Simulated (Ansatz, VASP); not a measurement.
# HC12: VASP beside Ansatz

```
C H
1.0
     5.05093    0.00000    0.00000
     0.00000    5.05093    0.00000
     0.00000    0.00000   22.37549
C H
24 2
Direct
  0.00000 0.25000 0.17877
  0.00000 0.75000 0.17877
  0.50000 0.25000 0.17877
  0.50000 0.75000 0.17877
  0.00000 0.00000 0.21867
  0.00000 0.50000 0.21867
  0.50000 0.00000 0.21867
  0.50000 0.50000 0.21867
  0.25000 0.00000 0.25858
  0.25000 0.50000 0.25858
  0.75000 0.00000 0.25858
  0.75000 0.50000 0.25858
  0.25000 0.25000 0.29760
  0.25000 0.75000 0.29760
  0.75000 0.25000 0.29760
  0.75000 0.75000 0.29760
  0.00000 0.25000 0.33949
  0.00000 0.75000 0.33949
  0.50000 0.25000 0.33949
  0.50000 0.75000 0.33949
  0.00000 0.00000 0.37432
  0.00000 0.50000 0.37432
  0.50000 0.00000 0.37432
  0.50000 0.50000 0.37432
  0.93566 0.37500 0.43733
  0.06434 0.37500 0.43733
```

Alike in both runs: task single point; functional PBE; k mesh 5 × 5 × 1; occupations gaussian, width 0.05 eV; no spin polarisation.

|  | VASP | Ansatz |
| --- | --- | --- |
| version | VASP 6.6.1 | Ansatz 0.2.0 |
| potentials or method | VASP PAW PBE potentials, release 64 (C, H), cutoff 520 eV | scalar-relativistic, plane waves, PAW |
| valence electrons in the cell | 98 | 98 |

```csv
,VASP,Ansatz,Ansatz less VASP
gap on the k mesh at the Fermi level (eV),none,none,-
rms of the force components (eV/Å),1.410,1.409,-0.0016
```

Atom by atom the forces differ by 0.014 eV/Å (rms over components). A gap of «none» marks a metal or a gap that the smearing closes. Ansatz's warnings: xc potential rough in thin density.
